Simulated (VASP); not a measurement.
A run of VASP 6.6.1 is set up as follows.

File INCAR:

```
PREC     = Accurate       # precision mode
ENCUT    = 520            # plane-wave cutoff, eV
EDIFF    = 1E-6           # SCF threshold, eV
ISMEAR   = -1             # smearing method
SIGMA    = 0.1            # smearing width, eV
LREAL    = F              # projectors in reciprocal space
LASPH    = T              # aspherical terms in the spheres
NELM     = 80             # most SCF steps
ALGO     = Normal         # electronic algorithm
ISIF     = 2              # what is computed and relaxed
LWAVE    = F              # write WAVECAR
LCHARG   = T              # write CHGCAR
GGA      = PE             # functional
LELF     = T              # ELF
LVHAR    = T            
NBANDS   = 21             # bands
```

The input KPOINTS:

```
regular mesh
0
Gamma
  12 12 6
```

File POSCAR:

```
Pb
1.0
    3.5061614187      0.0000000000      0.0000000000
   -1.7530807094      3.0364248584      0.0000000000
    0.0000000000      0.0000000000      5.7491628585
Pb
2
Direct
    0.3333333333      0.6666666667      0.2500000000
    0.6666666667      0.3333333333      0.7500000000
```

Potentials or basis: VASP PAW PBE potentials, release 64 (Pb_d).

The run is started by

```console
$ cat potpaw_PBE.64/Pb_d/POTCAR > POTCAR
$ mpirun -np 1 vasp_std > vasp.out
```

Q: What does it give for the pressure?

A: 1.6 GPa.

Q: What does it give for the band gap on the k mesh?

A: Zero (bands 14 and 15 overlap by 7.80 eV).

Stress tensor (GPa, compression positive):
```
1.54 0.00 0.00
0.00 1.54 0.00
0.00 0.00 1.82
```

Caveat: spin-orbit coupling is left out, which moves the levels of the heavy elements.
